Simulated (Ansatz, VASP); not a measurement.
## One calculation of Cl, two programs

INCAR

```
SYSTEM = Cl
  PREC = Accurate
  ENCUT = 520
  EDIFF = 1E-7
  ISMEAR = -1
  SIGMA = 0.08
  LREAL = .FALSE.
  LASPH = .TRUE.
  NELM = 100
  ALGO = Normal
  ISIF = 2
  LWAVE = .FALSE.
  LCHARG = .TRUE.
  GGA = PS
  LELF = .TRUE.
  LVHAR = .TRUE.
  NBANDS = 10
```

KPOINTS

```
regular mesh
0
G
  15 15 15
  0 0 0
```

File POSCAR:

```
Cl
1.0
   -1.4860626177      1.4860626177      1.4860626177
    1.4860626177     -1.4860626177      1.4860626177
    1.4860626177      1.4860626177     -1.4860626177
Cl
1
Direct
    0.0000000000      0.0000000000      0.0000000000
```

Input for Ansatz:

```yaml
crystal:
  lattice:
    - [-1.4860626177, 1.4860626177, 1.4860626177]
    - [1.4860626177, -1.4860626177, 1.4860626177]
    - [1.4860626177, 1.4860626177, -1.4860626177]
  atoms:
    - { symbol: Cl, position: [0.0, 0.0, 0.0] }
kpoints:
  mp_grid: { grid: [15, 15, 15] }
  band_path:
    path:
      - [0.0, 0.0, 0.0]
      - [0.5, -0.5, 0.5]
      - [0.0, 0.0, 0.5]
      - [0.0, 0.0, 0.0]
      - [0.25, 0.25, 0.25]
      - [0.5, -0.5, 0.5]
      - [0.25, 0.25, 0.25]
      - [0.0, 0.0, 0.5]
    npoints: 8
scf:
  occupations: { method: fermi_dirac, width: 0.08 }
hamiltonian:
  xc: pbesol
  pseudopotentials: { kind: paw }
output:
  forces: true
  stress: true
  eigenvalues: true
  populations: true
  dos: { projected: true, de: 0.2, e_range: [-14, 8] }
  write_density: true
  write_potential: true
  elf: true
  volumetric_format: npy
```

Change from the starting cell: volume scaled by 0.68, PAW files.

Alike in both runs: task single point; functional PBEsol; k mesh 15 × 15 × 15; occupations fermi-dirac, width 0.08 eV; no spin polarisation.

```csv
,VASP,Ansatz
version,VASP 6.6.1,Ansatz 0.2.0
potentials or method,"VASP PAW PBE potentials, release 64 (Cl)","PAW with Ansatz's default frozen-core files, scalar-relativistic"
plane-wave cutoff (eV),520,420
valence electrons in the cell,7,7
```

VASP gave:

* pressure (GPa): 44.2

Estimate Ansatz's values.

pressure (GPa): 44.3.

VASP's potentials were made for PBE, not for PBEsol. Both programs put the cell under a high pressure, so it lies far from rest at this level.
